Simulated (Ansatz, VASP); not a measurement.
Re: VASP beside Ansatz

```
Re
1.0
     0.00000    2.86233    2.86233
     2.86233    0.00000    2.86233
     2.86233    2.86233    0.00000
Re
2
Direct
  0.12500 0.12500 0.12500
  0.87500 0.87500 0.87500
```

Alike in both runs: task single point; functional BLYP; k mesh 11 × 11 × 11; occupations fermi-dirac, width 0.1 eV; no spin polarisation.

```csv
,VASP,Ansatz
version,VASP 6.6.1,Ansatz 0.2.0
potentials or method,"VASP PAW PBE potentials, release 64 (Re), cutoff 520 eV","plane waves (420 eV) with PAW, scalar-relativistic"
valence electrons in the cell,14,30
```

```csv
,VASP,Ansatz,Ansatz less VASP
pressure (GPa),-0.5,-0.1,+0.41
```

VASP's potentials were made for PBE, not for BLYP. VASP's potentials hold 14 valence electrons a cell and Ansatz's 30, so a difference there can come from the potentials and not from the codes.

Spin-orbit coupling is off throughout.
